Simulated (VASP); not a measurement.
# GaAs3 (P6_3/mmc) in VASP: single point with PBE

Aim: the single point of GaAs3 with PBE.

All numbers are computed with VASP 6.6.1; they aren't measurements. Logs are shortened: lines on timing, memory, paths and dates and some standing lists are left out, and cuts for length are marked.

## 1. The cell of the first run

It takes space group P6_3/mmc (No. 194, hexagonal). The conventional cell has a = 6.157 Å, b = 6.157 Å, c = 4.942 Å, α = 90.00°, β = 90.00°, γ = 120.00°. Within 4.0 Å of Ga (site symmetry -6m2) lie 12 As at 3.04 to 3.08 Å. Within 4.0 Å of As (site symmetry mm2) lie 4 Ga at 3.04 to 3.08 Å and 8 As at 3.05 to 3.08 Å.

## 2. Single point, PBE

Input file INCAR:

```
ALGO = Normal
EDIFF = 1E-6
ENCUT = 520
GGA = PE
ISIF = 2
ISMEAR = 0
LASPH = True
LCHARG = False
LREAL = False
LWAVE = False
NBANDS = 38
NELM = 60
PREC = Accurate
SIGMA = 0.1
```

Input file KPOINTS:

```
k-points
0
Gamma
  3 3 4
```

Input file POSCAR:

```
GaAs3
1.0
    6.1569869315      0.0000000000      0.0000000000
   -3.0784934657      5.3321070934      0.0000000000
    0.0000000000      0.0000000000      4.9419319883
Ga As
2 6
Direct
    0.3333333333      0.6666666667      0.2500000000
    0.6666666667      0.3333333333      0.7500000000
    0.8330000000      0.6660000000      0.2500000000
    0.1670000000      0.8330000000      0.7500000000
    0.3340000000      0.1670000000      0.2500000000
    0.1670000000      0.3340000000      0.7500000000
    0.8330000000      0.1670000000      0.2500000000
    0.6660000000      0.8330000000      0.7500000000
```

Potentials or basis: VASP PAW PBE potentials, release 64 (Ga_d, As).

Launch:

```sh
> cat potpaw_PBE.64/Ga_d/POTCAR potpaw_PBE.64/As/POTCAR > POTCAR
> mpirun -np 1 vasp_std > vasp.out
```

OUTCAR:

```text
EDIFF = 1E-6
   ENCUT = 520
   GGA = PE
   ISIF = 2
   ISMEAR = 0
   LASPH = True
   LREAL = False
   NELM = 60
   PREC = Accurate

 ion  position               nearest neighbor table
   1  0.333  0.667  0.250-
   2  0.667  0.333  0.750-
   3  0.833  0.666  0.250-
   4  0.167  0.833  0.750-
   5  0.334  0.167  0.250-
   6  0.167  0.334  0.750-
   7  0.833  0.167  0.250-
   8  0.666  0.833  0.750-

  LATTYP: Found a hexagonal cell.
 ALAT       =     6.1569869315
 C/A-ratio  =     0.8026542923

  Lattice vectors:

 A1 = (   6.1569869315,   0.0000000000,   0.0000000000)
 A2 = (  -3.0784934657,   5.3321070934,   0.0000000000)
 A3 = (   0.0000000000,   0.0000000000,   4.9419319883)

Analysis of symmetry for initial positions (statically):
=====================================================================
 Subroutine PRICEL returns:
 Original cell was already a primitive cell.

 Routine SETGRP: Setting up the symmetry group for a
 hexagonal supercell.

 Subroutine GETGRP returns: Found 24 space group operations
 (whereof 12 operations were pure point group operations)
 out of a pool of 24 trial point group operations.

The static configuration has the point symmetry D_3d.
 The point group associated with its full space group is D_6h.

Analysis of symmetry for dynamics (positions and initial velocities):
=====================================================================
 Subroutine PRICEL returns:
 Original cell was already a primitive cell.

 Routine SETGRP: Setting up the symmetry group for a
 hexagonal supercell.

 Subroutine GETGRP returns: Found 24 space group operations
 (whereof 12 operations were pure point group operations)
 out of a pool of 24 trial point group operations.

The dynamic configuration has the point symmetry D_3d.
 The point group associated with its full space group is D_6h.

 Subroutine INISYM returns: Found 24 space group operations
 (whereof 12 operations are pure point group operations),
 and found     1 'primitive' translations

----------------------------------------------------------------------------------------

                                     Primitive cell

  volume of cell :     162.2422

  direct lattice vectors                    reciprocal lattice vectors
     6.156986931  0.000000000  0.000000000     0.162417106  0.093771560  0.000000000
    -3.078493466  5.332107093  0.000000000     0.000000000  0.187543120  0.000000000
     0.000000000  0.000000000  4.941931988     0.000000000  0.000000000  0.202350013

  length of vectors
     6.156986931  6.156986931  4.941931988     0.187543120  0.187543120  0.202350013

  position of ions in fractional coordinates (direct lattice)
     0.333333333  0.666666667  0.250000000
     0.666666667  0.333333333  0.750000000
     0.833000000  0.666000000  0.250000000
     0.167000000  0.833000000  0.750000000
     0.334000000  0.167000000  0.250000000
     0.167000000  0.334000000  0.750000000
     0.833000000  0.167000000  0.250000000
     0.666000000  0.833000000  0.750000000

  ion indices of the primitive-cell ions
   primitive index   ion index
                 1           1
                 2           2
                 3           3
                 4           4
                 5           5
                 6           6
                 7           7
                 8           8

----------------------------------------------------------------------------------------

 KPOINTS: k-points

Automatic generation of k-mesh.
 Grid dimensions read from file:
 generate k-points for:    3    3    4

 Generating k-lattice:

  Cartesian coordinates                     Fractional coordinates (reciprocal lattice)
     0.054139035  0.031257187  0.000000000     0.333333333  0.000000000  0.000000000
     0.000000000  0.062514373  0.000000000     0.000000000  0.333333333  0.000000000
     0.000000000  0.000000000  0.050587503     0.000000000  0.000000000  0.250000000

  Length of vectors
     0.062514373  0.062514373  0.050587503

  Shift w.r.t. Gamma in fractional coordinates (k-lattice)
     0.000000000  0.000000000  0.000000000

 Subroutine IBZKPT returns following result:
 ===========================================

 Found      9 irreducible k-points:

 Following reciprocal coordinates:
            Coordinates               Weight
  0.000000  0.000000  0.000000      1.000000
  0.333333  0.000000  0.000000      6.000000
  0.333333  0.333333  0.000000      2.000000
  0.000000  0.000000  0.250000      2.000000
  0.333333  0.000000  0.250000     12.000000
  0.333333  0.333333  0.250000      4.000000
  0.000000  0.000000  0.500000      1.000000
  0.333333  0.000000  0.500000      6.000000
  0.333333  0.333333  0.500000      2.000000
   k-points           NKPTS =      9   k-points in BZ     NKDIM =      9   number of bands    NBANDS=     38
   number of dos      NEDOS =    301   number of ions     NIONS =      8
   total plane-waves  NPLWV =  92160
   dimension x,y,z NGX =    48 NGY =   48 NGZ =   40
   dimension x,y,z NGXF=    96 NGYF=   96 NGZF=   80
   ions per type =               2   6
   NGX,Y,Z   is equivalent  to a cutoff of  12.96, 12.96, 13.46 a.u.
   NGXF,Y,Z  is equivalent  to a cutoff of  25.92, 25.92, 26.91 a.u.
 SYSTEM =  unknown system
   PREC   = accura    normal or accurate (medium, high low for compatibility)
   ISTART =      0    job   : 0-new  1-cont  2-samecut
   ICHARG =      2    charge: 1-file 2-atom 10-const
   ISPIN  =      1    spin polarized calculation?
   LNONCOLLINEAR =      F non collinear calculations
   LSORBIT =      F    spin-orbit coupling
   LASPH  =      T    aspherical Exc in radial PAW
   ENCUT  =  520.0 eV  38.22 Ry    6.18 a.u.  11.45 11.45  9.19*2*pi/ulx,y,z
   NELM   =     60;   NELMIN=  2; NELMDL= -5     # of ELM steps
   EDIFF  = 0.1E-05   stopping-criterion for ELM
   LREAL  =      F    real-space projection
   EDIFFG = 0.1E-04   stopping-criterion for IOM
   NSW    =      0    number of steps for IOM
   IBRION =     -1    ionic relax: 0-MD 1-quasi-New 2-CG
   NFREE  =      0    steps in history (QN), initial steepest desc. (CG)
   ISIF   =      2    stress and relaxation
   ISYM   =      2    0-nonsym 1-usesym 2-fastsym
   POTIM  = 0.5000    time-step for ionic-motion
   TEBEG  =    0.0;   TEEND  =   0.0 temperature during run
   PSTRESS=    0.0 pullay stress
   NELECT =      56.0000    total number of electrons
   NUPDOWN=      -1.0000    fix difference up-down
   EMIN   =  10.00;   EMAX   =-10.00  energy-range for DOS
   EFERMI =   0.00;   METHOD = LEGACY
   ISMEAR =     0;   SIGMA  =   0.10  broadening in eV -4-tet -1-fermi 0-gaus
   EFERMI_NEDOS =   21; number of points for ismear=-14 and -15
   IALGO  =     38    algorithm
   IMIX   =      4    mixing-type and parameters
     AMIX     =   0.40;   BMIX     =  1.00
     AMIX_MAG =   1.60;   BMIX_MAG =  1.00
  volume/ion in A,a.u.               =      20.28       136.86
  Fermi-wavevector in a.u.,A,eV,Ry     =   1.148373  2.170110 17.942819  1.318760
  Thomas-Fermi vector in A             =   2.285048
   LORBIT       =      0    0 simple, 1 ext, 2 COOP (PROOUT), +10 PAW based schemes
   GGA     = PE    functional components
   LHFCALC =     F    Hartree Fock is set to
   AEXX    =    0.0000 exact exchange contribution
   IVDW    =     0    specifies the selected vdW correction
   LEPSILON=     F    determine dielectric tensor
   LRPA    =     F    only Hartree local field effects (RPA)
 non-spin polarized calculation
 Gauss-broadening in eV      SIGMA  =   0.10
  energy-cutoff  :      520.00
  volume of cell :      162.24
 maximum number of plane-waves:      4446
 NGX is ok and might be reduce to    48
   NGX = 23   NGY = 23   NGZ = 19

 number of electron      55.9999981 magnetization

 Free energy of the ion-electron system (eV)
  ---------------------------------------------------
  ext. energy  EPLUGINS =         0.00000000
  ---------------------------------------------------
  free energy    TOTEN  =       -30.79245254 eV

  energy without entropy =      -30.75648506  energy(sigma->0) =      -30.77446880

 E-fermi :   5.5480     XC(G=0): -10.5371

 val. band max:        5.4951597072   @ k =   0.3333   0.0000   0.0000
 cond. band min:       5.5512880110   @ k =   0.3333   0.3333   0.0000
 fundamental gap:      0.0561283038
 Fermi energy:         5.5480313611

 k-point     1 :       0.0000    0.0000    0.0000
  band No.  band energies     occupation
      1      -9.2184      2.00000
      2      -9.2100      2.00000
      3      -9.2100      2.00000
      4      -9.1956      2.00000
      5      -9.1956      2.00000
      6      -9.1894      2.00000
[... 30 lines left out ...]
     37       9.3704      0.00000
     38      11.4713      0.00000

 k-point     2 :       0.3333    0.0000    0.0000
  band No.  band energies     occupation
      1      -9.2179      2.00000
      2      -9.2069      2.00000
      3      -9.2027      2.00000
      4      -9.1941      2.00000
      5      -9.1931      2.00000
      6      -9.1914      2.00000
[... 30 lines left out ...]
     37       9.1284      0.00000
     38       9.3841      0.00000

 k-point     3 :       0.3333    0.3333    0.0000
  band No.  band energies     occupation
      1      -9.2139      2.00000
      2      -9.2064      2.00000
      3      -9.2064      2.00000
      4      -9.1936      2.00000
      5      -9.1900      2.00000
      6      -9.1900      2.00000
[... 30 lines left out ...]
     37       9.6242      0.00000
[... 166 lines left out ...]
 k-point     8 :       0.3333    0.0000    0.5000
  band No.  band energies     occupation
      1      -9.2094      2.00000
      2      -9.2094      2.00000
      3      -9.2037      2.00000
      4      -9.2037      2.00000
      5      -9.1904      2.00000
      6      -9.1904      2.00000
[... 30 lines left out ...]
     37       9.1662      0.00000
     38       9.1662      0.00000

 k-point     9 :       0.3333    0.3333    0.5000
  band No.  band energies     occupation
      1      -9.1997      2.00000
      2      -9.1997      2.00000
      3      -9.1974      2.00000
      4      -9.1974      2.00000
      5      -9.1967      2.00000
      6      -9.1967      2.00000
[... 30 lines left out ...]
     37       8.7592      0.00000
     38       8.7592      0.00000

------------------------ aborting loop because EDIFF is reached ----------------------------------------

  FORCE on cell =-STRESS in cart. coord.  units (eV):
  Direction    XX          YY          ZZ          XY          YZ          ZX
  --------------------------------------------------------------------------------------
  -------------------------------------------------------------------------------------
  Total       -1.5676354     -1.5676354     -6.2565361     -0.0000000      0.0000000      0.0000000
  in kB      -15.4807429    -15.4807429    -61.7846622     -0.0000000      0.0000000      0.0000000
  external PRESSURE =     -30.9153827 kB  Pullay stress =       0.0000000 kB

 VOLUME and BASIS-vectors are now :
 -----------------------------------------------------------------------------
  energy-cutoff  :      520.00
  volume of cell :      162.24
      direct lattice vectors                 reciprocal lattice vectors
     6.156986931  0.000000000  0.000000000     0.162417106  0.093771560  0.000000000
    -3.078493466  5.332107093  0.000000000     0.000000000  0.187543120  0.000000000
     0.000000000  0.000000000  4.941931988     0.000000000  0.000000000  0.202350013

 POSITION                                       TOTAL-FORCE (eV/Angst)
 -----------------------------------------------------------------------------------
     -0.00000      3.55474      1.23548         0.000000     -0.000000      0.000000
      3.07849      1.77737      3.70645        -0.000000     -0.000000      0.000000
      3.07849      3.55118      1.23548         0.000000      0.194438      0.000000
     -1.53617      4.44165      3.70645        -0.168388      0.097219      0.000000
      1.54233      0.89046      1.23548        -0.168388     -0.097219      0.000000
      0.00000      1.78092      3.70645        -0.000000     -0.194438     -0.000000
      4.61466      0.89046      1.23548         0.168388     -0.097219     -0.000000
      1.53617      4.44165      3.70645         0.168388      0.097219      0.000000
 -----------------------------------------------------------------------------------
    total drift:                                0.000000     -0.000000      0.000000

  FREE ENERGIE OF THE ION-ELECTRON SYSTEM (eV)
  ---------------------------------------------------
  free  energy   TOTEN  =       -30.7924525364 eV

  energy  without entropy=      -30.7564850555  energy(sigma->0) =      -30.77446880
```

Wall time 65 s (1 thread of Intel Xeon Platinum 8488C (Sapphire Rapids), shared host); peak memory 0.29 GiB.

What came out:

```
Free energy            : -30.7925 eV
Pressure               : -3.1 GPa
Largest force          : 0.194 eV/Å
Band gap on the k mesh : zero (band 28 reaches 7.28 eV, above the bottom of band 29 at 5.50 eV)
```

Forces on the atoms (eV/Å):
```
Ga   0.000  0.000  0.000
Ga   0.000  0.000  0.000
As   0.000  0.194  0.000
As  -0.168  0.097  0.000
As  -0.168 -0.097  0.000
As   0.000 -0.194  0.000
As   0.168 -0.097  0.000
As   0.168  0.097  0.000
```

Caveat: the k points lie up to 0.39 Å⁻¹ apart.
